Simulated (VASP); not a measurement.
BeSe2: relaxation of cell and atoms with PBE

The system is BeSe2.

```
Be Se
1.0
     3.21952    0.00000    0.00000
    -1.60976    2.78819    0.00000
     0.00000    0.00000   12.52261
Be Se
2 4
Direct
  0.33333 0.66667 0.25000
  0.66667 0.33333 0.75000
  0.33333 0.66667 0.62750
  0.66667 0.33333 0.12750
  0.33333 0.66667 0.87250
  0.66667 0.33333 0.37250
```

```json
{"Program": "VASP 6.6.1", "Task": "relaxation of cell and atoms", "Functional": "PBE", "Potentials or basis": "VASP PAW PBE potentials, release 64 (Be, Se)", "Cutoff": "600 eV", "k mesh": "12 × 12 × 4", "Occupations": "gaussian, width 0.1 eV", "Spin": "no spin polarisation", "Dipole correction": "no", "Further INCAR settings": "ALGO = Normal; EDIFF = 1e-07; IBRION = 2; EDIFFG = -0.01; NSW = 100; ISIF = 3"}
```

```json
{"Relaxed volume": "19.29 Å³/atom", "Relaxed cell": "a = 3.523 Å, b = 3.523 Å, c = 10.765 Å, α = 90.00°, β = 90.00°, γ = 120.00°", "Space group after relaxing (to 0.1 Å)": "P6_3/mmc (No. 194)", "Energy gained by relaxing": "156.1 meV/atom", "Ionic steps": "21", "Pressure after relaxing": "-0.1 GPa", "Band gap on the k mesh": "zero (bands 14 and 15 overlap by 1.18 eV)"}
```

The path:
```tsv
step	energy change (eV)	largest force (eV/Å)	pressure (GPa)	volume (Å³)
1	0.0000	0.2765	0.10	112.41
2	-0.1104	0.5142	0.43	112.57
3	-0.6105	0.3381	1.69	112.71
4	-0.1415	3.2537	10.99	111.43
5	-0.7697	0.0506	2.69	112.58
6	-0.8145	0.5594	4.16	112.37
7	-0.8389	0.6715	3.81	113.42
8	-0.8471	0.8037	3.49	114.74
9	-0.8850	0.5871	2.35	116.02
10	-0.9231	0.0417	-0.56	119.71
11	-0.9237	0.0937	-0.28	119.32
12	-0.9237	0.1062	-0.21	119.23
13	-0.9243	0.1028	-0.20	119.10
14	-0.9260	0.0921	-0.16	118.72
15	-0.9288	0.0708	-0.07	117.96
16	-0.9316	0.0275	0.14	116.44
17	-0.9333	0.0260	0.10	116.32
18	-0.9362	0.0209	0.02	115.95
19	-0.9366	0.0177	-0.01	115.77
20	-0.9366	0.0180	-0.01	115.79
21	-0.9366	0.0004	-0.06	115.74
```

Final structure:
```yaml
crystal:
  lattice:
    - [3.52340, 0.00000, 0.00000]
    - [-1.76170, 3.05136, 0.00000]
    - [0.00000, 0.00000, 10.76519]
  atoms:
    - { symbol: Be, position: [0.33333, 0.66667, 0.25000] }
    - { symbol: Be, position: [0.66667, 0.33333, 0.75000] }
    - { symbol: Se, position: [0.33333, 0.66667, 0.62951] }
    - { symbol: Se, position: [0.66667, 0.33333, 0.12951] }
    - { symbol: Se, position: [0.33333, 0.66667, 0.87049] }
    - { symbol: Se, position: [0.66667, 0.33333, 0.37049] }
```

Levels at points of the mesh, in eV from the Fermi level:
| k point | band 10 | band 11 | band 12 | band 13 | band 14 | band 15 | band 16 | band 17 | band 18 |
| --- | --- | --- | --- | --- | --- | --- | --- | --- | --- |
| (0.00, 0.00, 0.00) | -1.38 | -1.38 | 0.37 | 0.37 | 0.79 | 0.79 | 1.34 | 3.01 | 3.05 |
| (0.50, 0.00, 0.00) | -3.93 | -3.19 | -2.86 | -0.90 | -0.08 | 0.24 | 1.52 | 2.30 | 2.85 |
| (0.00, 0.00, 0.50) | -1.50 | 0.04 | 0.04 | 0.59 | 0.59 | 0.59 | 0.59 | 3.14 | 3.14 |
| (0.50, 0.00, 0.50) | -3.61 | -3.05 | -3.05 | -0.49 | -0.49 | 0.48 | 0.48 | 2.63 | 2.63 |

Wall time 23 min on 1 thread of Intel(R) Xeon(R) Platinum 8488C (Sapphire Rapids) (shared host), peak memory 0.36 GiB.
